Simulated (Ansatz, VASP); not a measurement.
# Sc3Al: VASP beside Ansatz

```
CELL_PARAMETERS angstrom
4.43199 0.00000 0.00000
0.00000 4.43199 0.00000
0.00000 0.00000 4.43199
ATOMIC_POSITIONS crystal
Sc 0.50000 0.00000 0.50000
Sc 0.00000 0.50000 0.50000
Sc 0.50000 0.50000 0.00000
Al 0.00000 0.00000 0.00000
```

Alike in both runs: task relaxation of cell and atoms; functional r2SCAN; k mesh 10 × 10 × 10; occupations gaussian, width 0.1 eV; no spin polarisation.

|  | VASP | Ansatz |
| --- | --- | --- |
| version | VASP 6.6.1 | Ansatz 0.2.0 |
| potentials or method | VASP PAW PBE potentials, release 64 (Sc_sv, Al), cutoff 600 eV | scalar-relativistic, plane waves, PAW |
| valence electrons in the cell | 36 | 36 |

Ansatz gave:

```
gap on the k mesh at the Fermi level, each at its own relaxed structure (eV) : none
relaxed volume (Å³/atom)                                                     : 21.69
relaxed cell length with the largest relative difference (Å)                 : 4.427
```

**Question.** What did VASP give for the same quantities?

**Answer.** gap on the k mesh at the Fermi level, each at its own relaxed structure (eV): none; relaxed volume (Å³/atom): 21.76; relaxed cell length with the largest relative difference (Å): 4.432.

VASP's potentials were made for PBE, not for r2SCAN. A gap of «none» marks a metal or a gap that the smearing closes.

Noted on VASP's run: the relaxation stopped at its first step, so nothing moved.
